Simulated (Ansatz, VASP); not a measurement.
# One calculation of Se, two programs

```
Se
1.0
    -0.01076    3.08909    3.12263
     3.15864    0.01169    3.10018
     3.18328    3.09128   -0.01295
Se
2
Direct
  0.49219 0.50899 0.49934
  0.75811 0.73243 0.77262
```

Alike in both runs: task single point; functional PBEsol; k mesh 4 × 4 × 4; occupations fermi-dirac, width 0.05 eV; no spin polarisation.

```csv
,VASP,Ansatz
version,VASP 6.6.1,Ansatz 0.2.0
potentials or method,"VASP PAW PBE potentials, release 64 (Se), cutoff 520 eV","plane waves, PAW"
valence electrons in the cell,12,32
```

Ansatz gave:

| Property | Result |
| --- | --- |
| pressure (GPa) | -0.3 |
| traceless stress, the component that is largest in VASP (GPa) | 2.82 |
| rms of the force components (eV/Å) | 0.562 |

Question: What did VASP give for the same quantities?

Answer: Pressure (GPa): -0.2; traceless stress, the component that is largest in VASP (GPa): 2.81; rms of the force components (eV/Å): 0.564.

VASP's potentials were made for PBE, not for PBEsol. Atom by atom the forces differ by 0.001 eV/Å (rms over components). VASP's potentials hold 12 valence electrons a cell and Ansatz's 32, so a difference there can come from the potentials and not from the codes. Ansatz's warnings: stress scf threshold loose.

The k mesh is coarse, so the values compare programs but aren't converged.
